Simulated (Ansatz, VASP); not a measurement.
HRh6: VASP beside Ansatz

Contents of INCAR:

```
SYSTEM = HRh6
PREC     = Accurate       ! precision mode
ENCUT    = 520            ! plane-wave cutoff, eV
EDIFF    = 1E-6           ! SCF threshold, eV
ISMEAR   = 0              ! smearing method
SIGMA    = 0.1            ! smearing width, eV
LREAL    = .False.        ! projectors in reciprocal space
LASPH    = .True.         ! aspherical terms in the spheres
NELM     = 80             ! most SCF steps
ALGO     = Normal         ! electronic algorithm
ISIF     = 2              ! what is computed and relaxed
LWAVE    = .False.        ! write WAVECAR
LCHARG   = .True.         ! write CHGCAR
LDIPOL   = .True.       
IDIPOL   = 3            
DIPOL    = 0.5 0.5 0.293
GGA      = PE             ! functional
LELF     = .True.         ! ELF
LVHAR    = .True.       
LVACPOTAV= .True.       
NBANDS   = 104            ! bands
```

The input KPOINTS:

```
Automatic mesh
0
Gamma
  5 5 1
  0 0 0
```

File POSCAR:

```
HRh6
1.0
    5.4163401145      0.0000000000      0.0000000000
    0.0000000000      5.4163401145      0.0000000000
    0.0000000000      0.0000000000     21.6737367085
Rh H
12 2
Direct
    0.2500000000      0.2500000000      0.1845551625
    0.2500000000      0.7500000000      0.1845551625
    0.7500000000      0.2500000000      0.1845551625
    0.7500000000      0.7500000000      0.1845551625
    0.0000000000      0.0000000000      0.2693761947
    0.0000000000      0.5000000000      0.2693761947
    0.5000000000      0.0000000000      0.2693761947
    0.5000000000      0.5000000000      0.2693761947
    0.2500000000      0.2500000000      0.3540569313
    0.2500000000      0.7500000000      0.3540569313
    0.7500000000      0.2500000000      0.3540569313
    0.7500000000      0.7500000000      0.3540569313
    0.2553698675      0.5000000000      0.4338770391
    0.7446301325      0.5000000000      0.4338770391
```

Input for Ansatz:

```yaml
crystal:
  lattice:
    - [5.4163401145, 0.0, 0.0]
    - [0.0, 5.4163401145, 0.0]
    - [0.0, 0.0, 21.6737367085]
  atoms:
    - { symbol: Rh, position: [0.25, 0.25, 0.1845551625] }
    - { symbol: Rh, position: [0.25, 0.75, 0.1845551625] }
    - { symbol: Rh, position: [0.75, 0.25, 0.1845551625] }
    - { symbol: Rh, position: [0.75, 0.75, 0.1845551625] }
    - { symbol: Rh, position: [0.0, 0.0, 0.2693761947] }
    - { symbol: Rh, position: [0.0, 0.5, 0.2693761947] }
    - { symbol: Rh, position: [0.5, 0.0, 0.2693761947] }
    - { symbol: Rh, position: [0.5, 0.5, 0.2693761947] }
    - { symbol: Rh, position: [0.25, 0.25, 0.3540569313] }
    - { symbol: Rh, position: [0.25, 0.75, 0.3540569313] }
    - { symbol: Rh, position: [0.75, 0.25, 0.3540569313] }
    - { symbol: Rh, position: [0.75, 0.75, 0.3540569313] }
    - { symbol: H, position: [0.2553698675, 0.5, 0.4338770391] }
    - { symbol: H, position: [0.7446301325, 0.5, 0.4338770391] }
basis:
  ecutwfc: 420
kpoints:
  mp_grid: { grid: [5, 5, 1] }
hamiltonian:
  xc: pbe
scf:
  occupations: { method: gaussian, width: 0.1 }
output:
  forces: true
  eigenvalues: true
efield:
  axis: 3
  dipole_correction: true
  ramp_width: 0.04
```

Alike in both runs: task single point; functional PBE; k mesh 5 × 5 × 1; occupations gaussian, width 0.1 eV; no spin polarisation.

|  | VASP | Ansatz |
| --- | --- | --- |
| version | VASP 6.6.1 | Ansatz 0.2.0 |
| potentials or method | VASP PAW PBE potentials, release 64 (Rh_pv, H), cutoff 520 eV | scalar-relativistic, plane waves, PAW |
| valence electrons in the cell | 182 | 206 |

|  | VASP | Ansatz | Ansatz less VASP |
| --- | --- | --- | --- |
| gap on the k mesh at the Fermi level (eV) | none | none | - |
| rms of the force components (eV/Å) | 0.589 | 0.589 | -0.0004 |
| work function, face that differs most (eV) | 5.62 | 5.62 | -0.001 |

Atom by atom the forces differ by 0.002 eV/Å (rms over components). A gap of «none» marks a metal or a gap that the smearing closes. The functional is the same, so the differences come from potentials, cutoffs and numerics. VASP's potentials hold 182 valence electrons a cell and Ansatz's 206, so a difference there can come from the potentials and not from the codes.
